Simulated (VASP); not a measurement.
# PbO2 (Fm-3m) in VASP: notebook

Runs on PbO2. Level: PBEsol. Tasks: single point.

All numbers are computed with VASP 6.6.1; they aren't measurements. Logs are shortened: lines on timing, memory, paths and dates and some standing lists are left out, and cuts for length are marked.

## Step 1: The cell of the first run

The structure is cubic, space group Fm-3m (No. 225). The conventional cell has a = 5.256 Å, b = 5.256 Å, c = 5.256 Å, α = 90.00°, β = 90.00°, γ = 90.00°. Pb (site symmetry m-3m) has 8 O at 2.28 Å within 3.0 Å. O (site symmetry -43m) has 4 Pb at 2.28 Å and 6 O at 2.63 Å within 3.0 Å.

## Step 2: Single point, PBEsol (12.10 Å³/atom)

Contents of INCAR:

```
SYSTEM = PbO2
PREC     = Accurate       ! precision mode
ENCUT    = 1340           ! plane-wave cutoff, eV
EDIFF    = 1E-6           ! SCF threshold, eV
ISMEAR   = 1              ! smearing method
SIGMA    = 0.1            ! smearing width, eV
LREAL    = .FALSE.        ! projectors in reciprocal space
LASPH    = .TRUE.         ! aspherical terms in the spheres
NELM     = 120            ! most SCF steps
ALGO     = Normal         ! electronic algorithm
ISIF     = 2              ! what is computed and relaxed
LWAVE    = .FALSE.        ! write WAVECAR
LCHARG   = .FALSE.        ! write CHGCAR
GGA      = PS             ! functional
NBANDS   = 20             ! bands
GGA_COMPAT= .FALSE.
```

Contents of KPOINTS:

```
regular mesh
0
G
  9 9 9
  0 0 0
```

Contents of POSCAR:

```
PbO2
1.0
    0.0000000000      2.6279272300      2.6279272300
    2.6279272300      0.0000000000      2.6279272300
    2.6279272300      2.6279272300      0.0000000000
Pb O
1 2
Direct
    0.0000000000      0.0000000000      0.0000000000
    0.7500000000      0.7500000000      0.7500000000
    0.2500000000      0.2500000000      0.2500000000
```

Potentials or basis: VASP PAW PBE potentials, release 64 (Pb_d, O_h).

The run is started by

```bash
$ cat potpaw_PBE.64/Pb_d/POTCAR potpaw_PBE.64/O_h/POTCAR > POTCAR
$ mpirun -np 1 vasp_std > vasp.out
```

OUTCAR:

```text
SYSTEM = PbO2
   PREC = Accurate
   ENCUT = 1340
   EDIFF = 1E-6
   ISMEAR = 1
   LREAL = .FALSE.
   LASPH = .TRUE.
   NELM = 120
   ISIF = 2
   GGA = PS

 ion  position               nearest neighbor table
   1  0.000  0.000  0.000-   2 2.28   2 2.28   2 2.28   2 2.28   3 2.28   3 2.28   3 2.28   3 2.28

   2  0.750  0.750  0.750-   1 2.28   1 2.28   1 2.28   1 2.28
   3  0.250  0.250  0.250-   1 2.28   1 2.28   1 2.28   1 2.28

  LATTYP: Found a face centered cubic cell.
 ALAT       =     5.2558544600

  Lattice vectors:

 A1 = (   0.0000000000,   2.6279272300,   2.6279272300)
 A2 = (   2.6279272300,   0.0000000000,   2.6279272300)
 A3 = (   2.6279272300,   2.6279272300,   0.0000000000)

Analysis of symmetry for initial positions (statically):
=====================================================================
 Subroutine PRICEL returns:
 Original cell was already a primitive cell.

 Routine SETGRP: Setting up the symmetry group for a
 face centered cubic supercell.

 Subroutine GETGRP returns: Found 48 space group operations
 (whereof 48 operations were pure point group operations)
 out of a pool of 48 trial point group operations.

The static configuration has the point symmetry O_h .

Analysis of symmetry for dynamics (positions and initial velocities):
=====================================================================
 Subroutine PRICEL returns:
 Original cell was already a primitive cell.

 Routine SETGRP: Setting up the symmetry group for a
 face centered cubic supercell.

 Subroutine GETGRP returns: Found 48 space group operations
 (whereof 48 operations were pure point group operations)
 out of a pool of 48 trial point group operations.

The dynamic configuration has the point symmetry O_h .

 Subroutine INISYM returns: Found 48 space group operations
 (whereof 48 operations are pure point group operations),
 and found     1 'primitive' translations

----------------------------------------------------------------------------------------

                                     Primitive cell

  volume of cell :      36.2969

  direct lattice vectors                    reciprocal lattice vectors
     0.000000000  2.627927230  2.627927230    -0.190264020  0.190264020  0.190264020
     2.627927230  0.000000000  2.627927230     0.190264020 -0.190264020  0.190264020
     2.627927230  2.627927230  0.000000000     0.190264020  0.190264020 -0.190264020

  length of vectors
     3.716450330  3.716450330  3.716450330     0.329546950  0.329546950  0.329546950

  position of ions in fractional coordinates (direct lattice)
     0.000000000  0.000000000  0.000000000
     0.750000000  0.750000000  0.750000000
     0.250000000  0.250000000  0.250000000

  ion indices of the primitive-cell ions
   primitive index   ion index
                 1           1
                 2           2
                 3           3

----------------------------------------------------------------------------------------

 KPOINTS: regular mesh

Automatic generation of k-mesh.
 Grid dimensions read from file:
 generate k-points for:    9    9    9

 Generating k-lattice:

  Cartesian coordinates                     Fractional coordinates (reciprocal lattice)
    -0.021140447  0.021140447  0.021140447     0.111111111  0.000000000  0.000000000
     0.021140447 -0.021140447  0.021140447     0.000000000  0.111111111  0.000000000
     0.021140447  0.021140447 -0.021140447     0.000000000  0.000000000  0.111111111

  Length of vectors
     0.036616328  0.036616328  0.036616328

  Shift w.r.t. Gamma in fractional coordinates (k-lattice)
     0.000000000  0.000000000  0.000000000

 Subroutine IBZKPT returns following result:
 ===========================================

 Found     35 irreducible k-points:

 Following reciprocal coordinates:
            Coordinates               Weight
  0.000000  0.000000  0.000000      1.000000
  0.111111  0.000000  0.000000      8.000000
  0.222222  0.000000  0.000000      8.000000
  0.333333  0.000000  0.000000      8.000000
  0.444444  0.000000  0.000000      8.000000
  0.111111  0.111111  0.000000      6.000000
[... 16 lines left out ...]
 -0.333333  0.333333  0.000000     12.000000
  0.444444  0.444444  0.000000      6.000000
 [... further k-points ...]
   k-points           NKPTS =     35   k-points in BZ     NKDIM =     35   number of bands    NBANDS=     20
   number of dos      NEDOS =    301   number of ions     NIONS =      3
   total plane-waves  NPLWV = 110592
   dimension x,y,z NGX =    48 NGY =   48 NGZ =   48
   dimension x,y,z NGXF=    96 NGYF=   96 NGZF=   96
   ions per type =               1   2
   NGX,Y,Z   is equivalent  to a cutoff of  21.47, 21.47, 21.47 a.u.
   NGXF,Y,Z  is equivalent  to a cutoff of  42.94, 42.94, 42.94 a.u.
 SYSTEM =  PbO2
   PREC   = accura    normal or accurate (medium, high low for compatibility)
   ISTART =      0    job   : 0-new  1-cont  2-samecut
   ICHARG =      2    charge: 1-file 2-atom 10-const
   ISPIN  =      1    spin polarized calculation?
   LNONCOLLINEAR =      F non collinear calculations
   LSORBIT =      F    spin-orbit coupling
   LASPH  =      T    aspherical Exc in radial PAW
   ENCUT  = 1340.0 eV  98.49 Ry    9.92 a.u.  11.09 11.09 11.09*2*pi/ulx,y,z
   NELM   =    120;   NELMIN=  2; NELMDL= -5     # of ELM steps
   EDIFF  = 0.1E-05   stopping-criterion for ELM
   LREAL  =      F    real-space projection
   EDIFFG = 0.1E-04   stopping-criterion for IOM
   NSW    =      0    number of steps for IOM
   IBRION =     -1    ionic relax: 0-MD 1-quasi-New 2-CG
   NFREE  =      0    steps in history (QN), initial steepest desc. (CG)
   ISIF   =      2    stress and relaxation
   ISYM   =      2    0-nonsym 1-usesym 2-fastsym
   POTIM  = 0.5000    time-step for ionic-motion
   TEBEG  =    0.0;   TEEND  =   0.0 temperature during run
   PSTRESS=    0.0 pullay stress
   NELECT =      26.0000    total number of electrons
   NUPDOWN=      -1.0000    fix difference up-down
   EMIN   =  10.00;   EMAX   =-10.00  energy-range for DOS
   EFERMI =   0.00;   METHOD = LEGACY
   ISMEAR =     1;   SIGMA  =   0.10  broadening in eV -4-tet -1-fermi 0-gaus
   EFERMI_NEDOS =   21; number of points for ismear=-14 and -15
   IALGO  =     38    algorithm
   IMIX   =      4    mixing-type and parameters
     AMIX     =   0.40;   BMIX     =  1.00
     AMIX_MAG =   1.60;   BMIX_MAG =  1.00
  volume/ion in A,a.u.               =      12.10        81.65
  Fermi-wavevector in a.u.,A,eV,Ry     =   1.464792  2.768055 29.192871  2.145615
  Thomas-Fermi vector in A             =   2.580726
   LORBIT       =      0    0 simple, 1 ext, 2 COOP (PROOUT), +10 PAW based schemes
   GGA     = PS    functional components
   LHFCALC =     F    Hartree Fock is set to
   AEXX    =    0.0000 exact exchange contribution
   IVDW    =     0    specifies the selected vdW correction
   LEPSILON=     F    determine dielectric tensor
   LRPA    =     F    only Hartree local field effects (RPA)
 non-spin polarized calculation
 Methfessel and Paxton  Order N= 1 SIGMA  =   0.10
  energy-cutoff  :     1340.00
  volume of cell :       36.30
 maximum number of plane-waves:      4067
 NGX is ok and might be reduce to    48
   NGX = 23   NGY = 23   NGZ = 23

 number of electron      25.9999999 magnetization

 Free energy of the ion-electron system (eV)
  ---------------------------------------------------
  ext. energy  EPLUGINS =         0.00000000
  ---------------------------------------------------
  free energy    TOTEN  =       -16.76586673 eV

  energy without entropy =      -16.76484120  energy(sigma->0) =      -16.76552489

 E-fermi :   6.9959     XC(G=0): -11.8849

 val. band max:        6.9902304632   @ k =   0.1111   0.0000   0.0000
 cond. band min:       7.8379843541   @ k =  -0.1111   0.1111   0.0000
 fundamental gap:      0.8477538909
 Fermi energy:         6.9958630002

 k-point     1 :       0.0000    0.0000    0.0000
  band No.  band energies     occupation
      1     -12.1606      2.00000
      2      -8.7402      2.00000
      3      -8.7402      2.00000
      4      -8.7402      2.00000
      5      -8.7207      2.00000
      6      -8.3884      2.00000
[... 12 lines left out ...]
     19      22.8773      0.00000
     20      22.8773      0.00000

 k-point     2 :       0.1111    0.0000    0.0000
  band No.  band energies     occupation
      1     -12.0440      2.00000
      2      -9.4398      2.00000
      3      -8.7196      2.00000
      4      -8.7196      2.00000
      5      -8.3902      2.00000
      6      -8.3902      2.00000
[... 12 lines left out ...]
     19      22.7895      0.00000
     20      22.7895      0.00000

 k-point     3 :       0.2222    0.0000    0.0000
  band No.  band energies     occupation
      1     -11.7426      2.00000
      2      -9.9917      2.00000
      3      -8.6752      2.00000
      4      -8.6752      2.00000
      5      -8.3858      2.00000
      6      -8.3858      2.00000
[... 12 lines left out ...]
     19      22.6347      0.00000
     20      22.6347      0.00000

 k-point     4 :       0.3333    0.0000    0.0000
  band No.  band energies     occupation
      1     -11.4406      2.00000
      2     -10.2395      2.00000
      3      -8.6433      2.00000
      4      -8.6433      2.00000
      5      -8.3597      2.00000
      6      -8.3597      2.00000
[... 12 lines left out ...]
     19      22.5201      0.00000
     20      22.5214      0.00000

 k-point     5 :       0.4444    0.0000    0.0000
  band No.  band energies     occupation
      1     -11.3471      2.00000
      2     -10.1653      2.00000
      3      -8.6346      2.00000
      4      -8.6346      2.00000
      5      -8.3293      2.00000
      6      -8.3293      2.00000
[... 12 lines left out ...]
     19      22.4337      0.00000
     20      22.4337      0.00000
[... 353 lines left out ...]
      6      -8.3126      2.00000
[... 12 lines left out ...]
     19      23.2331      0.00000
     20      25.1385      0.00000

 k-point    22 :      -0.4444    0.3333    0.0000
  band No.  band energies     occupation
      1     -11.0088      2.00000
      2     -10.6553      2.00000
      3      -8.5262      2.00000
      4      -8.4394      2.00000
      5      -8.3314      2.00000
      6      -7.9531      2.00000
[... 12 lines left out ...]
     19      23.5777      0.00000
     20      24.2209      0.00000

 k-point    23 :      -0.3333    0.3333    0.0000
  band No.  band energies     occupation
      1     -10.9888      2.00000
      2     -10.7104      2.00000
      3      -8.4889      2.00000
      4      -8.4636      2.00000
      5      -8.3745      2.00000
      6      -7.5112      2.00000
[... 12 lines left out ...]
     19      22.8868      0.00000
     20      24.8434      0.00000

 k-point    24 :       0.4444    0.4444    0.0000
  band No.  band energies     occupation
      1     -11.0638      2.00000
      2     -10.5235      2.00000
      3      -8.5695      2.00000
      4      -8.3957      2.00000
      5      -8.3957      2.00000
      6      -8.3030      2.00000
[... 12 lines left out ...]
     19      23.1291      0.00000
     20      24.5989      0.00000

 [... further k-points ...]

------------------------ aborting loop because EDIFF is reached ----------------------------------------

  FORCE on cell =-STRESS in cart. coord.  units (eV):
  Direction    XX          YY          ZZ          XY          YZ          ZX
  --------------------------------------------------------------------------------------
  -------------------------------------------------------------------------------------
  Total        1.6657662      1.6657662      1.6657662      0.0000000      0.0000000     -0.0000000
  in kB       73.5283194     73.5283194     73.5283194      0.0000000      0.0000000     -0.0000000
  external PRESSURE =      73.5283194 kB  Pullay stress =       0.0000000 kB

 VOLUME and BASIS-vectors are now :
 -----------------------------------------------------------------------------
  energy-cutoff  :     1340.00
  volume of cell :       36.30
      direct lattice vectors                 reciprocal lattice vectors
     0.000000000  2.627927230  2.627927230    -0.190264020  0.190264020  0.190264020
     2.627927230  0.000000000  2.627927230     0.190264020 -0.190264020  0.190264020
     2.627927230  2.627927230  0.000000000     0.190264020  0.190264020 -0.190264020

 POSITION                                       TOTAL-FORCE (eV/Angst)
 -----------------------------------------------------------------------------------
      0.00000      0.00000      0.00000        -0.000000     -0.000000      0.000000
      3.94189      3.94189      3.94189        -0.000000     -0.000000     -0.000000
      1.31396      1.31396      1.31396         0.000000      0.000000      0.000000
 -----------------------------------------------------------------------------------
    total drift:                               -0.000000     -0.000000      0.000000

  FREE ENERGIE OF THE ION-ELECTRON SYSTEM (eV)
  ---------------------------------------------------
  free  energy   TOTEN  =       -16.7658667334 eV

  energy  without entropy=      -16.7648411957  energy(sigma->0) =      -16.76552489
```

It took 1.9 min on 1 thread of Intel Xeon Platinum 8259CL at 2.50GHz (Skylake/Cascade Lake), shared host; peak memory 0.37 GiB.

Results:

```
Free energy            : -16.7659 eV
Pressure               : 7.4 GPa
Band gap on the k mesh : zero (bands 13 and 14 overlap by 1.35 eV)
```

Caveat: the cell stands under pressure; the PAW data sets were made with another functional, which shifts forces and pressure a little; spin-orbit coupling is left out, which moves the levels of the heavy elements.

[end of part 1 of 2]

The gap in the log of VASP goes by the Fermi energy; the results here count the filled bands.